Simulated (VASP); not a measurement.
# HfTa4F (F-43m) in VASP: a series of runs

The runs below take HfTa4F through single point, relaxation of cell and atoms, with PBE.

Everything below comes from runs of VASP 6.6.1. Logs are shortened: lines on timing, memory, paths and dates and some standing lists are left out, and cuts for length are marked.

## 1. The cell of the first run

The structure is cubic, space group F-43m (No. 216). Conventional cell: a = 7.498 Å, b = 7.498 Å, c = 7.498 Å, α = 90.00°, β = 90.00°, γ = 90.00°. Hf (site symmetry -43m) has 12 Ta at 3.11 Å and 4 F at 3.25 Å within 4.1 Å. Ta (site symmetry 3m) has 6 Ta at 2.65 Å and 3 Hf at 3.11 Å and 3 F at 3.11 Å within 3.5 Å. F (site symmetry -43m) has 12 Ta at 3.11 Å and 4 Hf at 3.25 Å within 4.1 Å.

## 2. Single point, PBE

Contents of INCAR:

```
SYSTEM = HfTa4F
  ALGO = Normal
  EDIFF = 1E-6
  ENCUT = 520
  GGA = PE
  ISIF = 2
  ISMEAR = 0
  LASPH = .True.
  LCHARG = .False.
  LREAL = .False.
  LWAVE = .False.
  NBANDS = 40
  NELM = 60
  PREC = Accurate
  SIGMA = 0.1
```

Contents of KPOINTS:

```
k-points
0
Gamma
  4 4 4
  0 0 0
```

Contents of POSCAR:

```
HfTa4F
1.0
    0.0000000000      3.7488024900      3.7488024900
    3.7488024900      0.0000000000      3.7488024900
    3.7488024900      3.7488024900      0.0000000000
Hf Ta F
1 4 1
Direct
    0.7500000000      0.7500000000      0.7500000000
    0.8747170300      0.3750943200      0.3750943200
    0.3750943200      0.3750943200      0.3750943200
    0.3750943200      0.8747170300      0.3750943200
    0.3750943200      0.3750943200      0.8747170300
    0.0000000000      0.0000000000      0.0000000000
```

Potentials or basis: VASP PAW PBE potentials, release 64 (Hf_pv, Ta_pv, F).

Launch:

```console
cat potpaw_PBE.64/Hf_pv/POTCAR potpaw_PBE.64/Ta_pv/POTCAR potpaw_PBE.64/F/POTCAR > POTCAR
mpirun -np 1 vasp_std > vasp.out
```

OUTCAR:

```text
SYSTEM = HfTa4F
   EDIFF = 1E-6
   ENCUT = 520
   GGA = PE
   ISIF = 2
   ISMEAR = 0
   LASPH = .True.
   LREAL = .False.
   NELM = 60
   PREC = Accurate

 ion  position               nearest neighbor table
   1  0.750  0.750  0.750-   2 3.11   4 3.11   2 3.11   5 3.11   4 3.11   5 3.11   3 3.11   3 3.11
                             3 3.11   2 3.11   4 3.11   5 3.11
   2  0.875  0.375  0.375-   3 2.65   4 2.65   5 2.65   3 2.65   5 2.65   4 2.65   1 3.11   1 3.11
                             1 3.11
   3  0.375  0.375  0.375-   2 2.65   4 2.65   5 2.65   5 2.65   4 2.65   2 2.65   1 3.11   1 3.11
                             1 3.11
   4  0.375  0.875  0.375-   2 2.65   3 2.65   5 2.65   5 2.65   3 2.65   2 2.65   1 3.11   1 3.11
                             1 3.11
   5  0.375  0.375  0.875-   2 2.65   3 2.65   4 2.65   3 2.65   4 2.65   2 2.65   1 3.11   1 3.11
                             1 3.11
   6  0.000  0.000  0.000-

  LATTYP: Found a face centered cubic cell.
 ALAT       =     7.4976049800

  Lattice vectors:

 A1 = (   0.0000000000,   3.7488024900,   3.7488024900)
 A2 = (   3.7488024900,   0.0000000000,   3.7488024900)
 A3 = (   3.7488024900,   3.7488024900,   0.0000000000)

Analysis of symmetry for initial positions (statically):
=====================================================================
 Subroutine PRICEL returns:
 Original cell was already a primitive cell.

 Routine SETGRP: Setting up the symmetry group for a
 face centered cubic supercell.

 Subroutine GETGRP returns: Found 24 space group operations
 (whereof 24 operations were pure point group operations)
 out of a pool of 48 trial point group operations.

The static configuration has the point symmetry T_d .

Analysis of symmetry for dynamics (positions and initial velocities):
=====================================================================
 Subroutine PRICEL returns:
 Original cell was already a primitive cell.

 Routine SETGRP: Setting up the symmetry group for a
 face centered cubic supercell.

 Subroutine GETGRP returns: Found 24 space group operations
 (whereof 24 operations were pure point group operations)
 out of a pool of 48 trial point group operations.

The dynamic configuration has the point symmetry T_d .

 Subroutine INISYM returns: Found 24 space group operations
 (whereof 24 operations are pure point group operations),
 and found     1 'primitive' translations

----------------------------------------------------------------------------------------

                                     Primitive cell

  volume of cell :     105.3677

  direct lattice vectors                    reciprocal lattice vectors
     0.000000000  3.748802490  3.748802490    -0.133375925  0.133375925  0.133375925
     3.748802490  0.000000000  3.748802490     0.133375925 -0.133375925  0.133375925
     3.748802490  3.748802490  0.000000000     0.133375925  0.133375925 -0.133375925

  length of vectors
     5.301607324  5.301607324  5.301607324     0.231013879  0.231013879  0.231013879

  position of ions in fractional coordinates (direct lattice)
     0.750000000  0.750000000  0.750000000
     0.874717030  0.375094320  0.375094320
     0.375094320  0.375094320  0.375094320
     0.375094320  0.874717030  0.375094320
     0.375094320  0.375094320  0.874717030
     0.000000000  0.000000000  0.000000000

  ion indices of the primitive-cell ions
   primitive index   ion index
                 1           1
                 2           2
                 3           3
                 4           4
                 5           5
                 6           6

----------------------------------------------------------------------------------------

 KPOINTS: k-points

Automatic generation of k-mesh.
 Grid dimensions read from file:
 generate k-points for:    4    4    4

 Generating k-lattice:

  Cartesian coordinates                     Fractional coordinates (reciprocal lattice)
    -0.033343981  0.033343981  0.033343981     0.250000000  0.000000000  0.000000000
     0.033343981 -0.033343981  0.033343981     0.000000000  0.250000000  0.000000000
     0.033343981  0.033343981 -0.033343981     0.000000000  0.000000000  0.250000000

  Length of vectors
     0.057753470  0.057753470  0.057753470

  Shift w.r.t. Gamma in fractional coordinates (k-lattice)
     0.000000000  0.000000000  0.000000000

 Subroutine IBZKPT returns following result:
 ===========================================

 Found      8 irreducible k-points:

 Following reciprocal coordinates:
            Coordinates               Weight
  0.000000  0.000000  0.000000      1.000000
  0.250000  0.000000  0.000000      8.000000
  0.500000  0.000000  0.000000      4.000000
  0.250000  0.250000  0.000000      6.000000
  0.500000  0.250000  0.000000     24.000000
 -0.250000  0.250000  0.000000     12.000000
  0.500000  0.500000  0.000000      3.000000
 -0.250000  0.500000  0.250000      6.000000
   k-points           NKPTS =      8   k-points in BZ     NKDIM =      8   number of bands    NBANDS=     40
   number of dos      NEDOS =    301   number of ions     NIONS =      6
   total plane-waves  NPLWV =  64000
   dimension x,y,z NGX =    40 NGY =   40 NGZ =   40
   dimension x,y,z NGXF=    80 NGYF=   80 NGZF=   80
   ions per type =               1   4   1
   NGX,Y,Z   is equivalent  to a cutoff of  12.54, 12.54, 12.54 a.u.
   NGXF,Y,Z  is equivalent  to a cutoff of  25.09, 25.09, 25.09 a.u.
 SYSTEM =  HfTa4F
   PREC   = accura    normal or accurate (medium, high low for compatibility)
   ISTART =      0    job   : 0-new  1-cont  2-samecut
   ICHARG =      2    charge: 1-file 2-atom 10-const
   ISPIN  =      1    spin polarized calculation?
   LNONCOLLINEAR =      F non collinear calculations
   LSORBIT =      F    spin-orbit coupling
   LASPH  =      T    aspherical Exc in radial PAW
   ENCUT  =  520.0 eV  38.22 Ry    6.18 a.u.   9.86  9.86  9.86*2*pi/ulx,y,z
   NELM   =     60;   NELMIN=  2; NELMDL= -5     # of ELM steps
   EDIFF  = 0.1E-05   stopping-criterion for ELM
   LREAL  =      F    real-space projection
   EDIFFG = 0.1E-04   stopping-criterion for IOM
   NSW    =      0    number of steps for IOM
   IBRION =     -1    ionic relax: 0-MD 1-quasi-New 2-CG
   NFREE  =      0    steps in history (QN), initial steepest desc. (CG)
   ISIF   =      2    stress and relaxation
   ISYM   =      2    0-nonsym 1-usesym 2-fastsym
   POTIM  = 0.5000    time-step for ionic-motion
   TEBEG  =    0.0;   TEEND  =   0.0 temperature during run
   PSTRESS=    0.0 pullay stress
   NELECT =      61.0000    total number of electrons
   NUPDOWN=      -1.0000    fix difference up-down
   EMIN   =  10.00;   EMAX   =-10.00  energy-range for DOS
   EFERMI =   0.00;   METHOD = LEGACY
   ISMEAR =     0;   SIGMA  =   0.10  broadening in eV -4-tet -1-fermi 0-gaus
   EFERMI_NEDOS =   21; number of points for ismear=-14 and -15
   IALGO  =     38    algorithm
   IMIX   =      4    mixing-type and parameters
     AMIX     =   0.40;   BMIX     =  1.00
     AMIX_MAG =   1.60;   BMIX_MAG =  1.00
  volume/ion in A,a.u.               =      17.56       118.51
  Fermi-wavevector in a.u.,A,eV,Ry     =   1.364423  2.578385 25.329270  1.861649
  Thomas-Fermi vector in A             =   2.490740
   LORBIT       =      0    0 simple, 1 ext, 2 COOP (PROOUT), +10 PAW based schemes
   GGA     = PE    functional components
   LHFCALC =     F    Hartree Fock is set to
   AEXX    =    0.0000 exact exchange contribution
   IVDW    =     0    specifies the selected vdW correction
   LEPSILON=     F    determine dielectric tensor
   LRPA    =     F    only Hartree local field effects (RPA)
 non-spin polarized calculation
 Gauss-broadening in eV      SIGMA  =   0.10
  energy-cutoff  :      520.00
  volume of cell :      105.37
 maximum number of plane-waves:      2874
   NGX = 19   NGY = 19   NGZ = 19

 number of electron      61.0000006 magnetization

 Free energy of the ion-electron system (eV)
  ---------------------------------------------------
  ext. energy  EPLUGINS =         0.00000000
  ---------------------------------------------------
  free energy    TOTEN  =       -55.01677248 eV

  energy without entropy =      -54.98326799  energy(sigma->0) =      -55.00002024

 E-fermi :   5.1342     XC(G=0): -11.8988

 val. band max:        5.0840846303   @ k =   0.5000   0.0000   0.0000
 cond. band min:       5.1347635067   @ k =  -0.2500   0.2500   0.0000
 fundamental gap:      0.0506788763
 Fermi energy:         5.1341525036

 k-point     1 :       0.0000    0.0000    0.0000
  band No.  band energies     occupation
      1     -30.3637      2.00000
      2     -29.3777      2.00000
      3     -29.3777      2.00000
      4     -29.3777      2.00000
      5     -29.0574      2.00000
      6     -29.0574      2.00000
[... 32 lines left out ...]
     39       8.9919      0.00000
     40       8.9919      0.00000

 k-point     2 :       0.2500    0.0000    0.0000
  band No.  band energies     occupation
      1     -30.1731      2.00000
      2     -29.3005      2.00000
      3     -29.2941      2.00000
      4     -29.2941      2.00000
      5     -28.9956      2.00000
      6     -28.9956      2.00000
[... 32 lines left out ...]
     39       8.8193      0.00000
     40       8.9352      0.00000

 k-point     3 :       0.5000    0.0000    0.0000
  band No.  band energies     occupation
      1     -29.9632      2.00000
      2     -29.2337      2.00000
      3     -29.2337      2.00000
      4     -28.9395      2.00000
      5     -28.8076      2.00000
      6     -28.7432      2.00000
[... 165 lines left out ...]
  band No.  band energies     occupation
      1     -29.5381      2.00000
      2     -29.5369      2.00000
      3     -28.8651      2.00000
      4     -28.8562      2.00000
      5     -28.8476      2.00000
      6     -28.8476      2.00000
[... 32 lines left out ...]
     39       8.5192      0.00000
     40       8.8526      0.00000

 k-point     8 :      -0.2500    0.5000    0.2500
  band No.  band energies     occupation
      1     -29.4848      2.00000
      2     -29.4846      2.00000
      3     -29.0898      2.00000
      4     -29.0870      2.00000
      5     -28.7653      2.00000
      6     -28.7523      2.00000
[... 32 lines left out ...]
     39       7.5340      0.00000
     40       8.9933      0.00000

------------------------ aborting loop because EDIFF is reached ----------------------------------------

  FORCE on cell =-STRESS in cart. coord.  units (eV):
  Direction    XX          YY          ZZ          XY          YZ          ZX
  --------------------------------------------------------------------------------------
  -------------------------------------------------------------------------------------
  Total       14.6539318     14.6539318     14.6539318      0.0000000      0.0000000     -0.0000000
  in kB      222.8214899    222.8214899    222.8214899      0.0000000      0.0000000     -0.0000000
  external PRESSURE =     222.8214899 kB  Pullay stress =       0.0000000 kB

 VOLUME and BASIS-vectors are now :
 -----------------------------------------------------------------------------
  energy-cutoff  :      520.00
  volume of cell :      105.37
      direct lattice vectors                 reciprocal lattice vectors
     0.000000000  3.748802490  3.748802490    -0.133375925  0.133375925  0.133375925
     3.748802490  0.000000000  3.748802490     0.133375925 -0.133375925  0.133375925
     3.748802490  3.748802490  0.000000000     0.133375925  0.133375925 -0.133375925

 POSITION                                       TOTAL-FORCE (eV/Angst)
 -----------------------------------------------------------------------------------
      5.62320      5.62320      5.62320         0.000000      0.000000      0.000000
      2.81231      4.68530      4.68530         0.635855     -0.635855     -0.635855
      2.81231      2.81231      2.81231         0.635855      0.635855      0.635855
      4.68530      2.81231      4.68530        -0.635855      0.635855     -0.635855
      4.68530      4.68530      2.81231        -0.635855     -0.635855      0.635855
      0.00000      0.00000      0.00000        -0.000000     -0.000000      0.000000
 -----------------------------------------------------------------------------------
    total drift:                                0.000021      0.000021      0.000021

  FREE ENERGIE OF THE ION-ELECTRON SYSTEM (eV)
  ---------------------------------------------------
  free  energy   TOTEN  =       -55.0167724844 eV

  energy  without entropy=      -54.9832679878  energy(sigma->0) =      -55.00002024
```

Run time: 20 s. Hardware: 1 thread of Intel Xeon 6975P-C (Granite Rapids), shared host; peak memory 0.25 GiB.

Results:

- Free energy: -55.0168 eV
- Pressure: 22.3 GPa
- Largest force: 1.101 eV/Å

Forces in eV/Å, atoms in the order of the input:
```
Hf   0.000  0.000  0.000
Ta   0.636 -0.636 -0.636
Ta   0.636  0.636  0.636
Ta  -0.636  0.636 -0.636
Ta  -0.636 -0.636  0.636
F    0.000  0.000  0.000
```

Levels at points of the mesh, in eV from the Fermi level:
```
           k point  band 27  band 28  band 29  band 30  band 31  band 32  band 33  band 34
(0.00, 0.00, 0.00)    -1.58    -1.58    -1.58     0.67     0.67     1.27     1.27     1.27
(0.50, 0.00, 0.00)    -1.57    -0.70    -0.70    -0.64    -0.05     0.18     0.18     0.65
(0.50, 0.50, 0.00)    -1.18    -0.93    -0.54    -0.39    -0.27    -0.27     0.26     0.26
```

Caveat: the k points lie up to 0.36 Å⁻¹ apart; spin-orbit coupling is left out, which moves the levels of the heavy elements; an odd number of electrons without spin polarisation forces a metal; a magnetic or distorted state may lie lower.

(Continued in part 2 of 2.)
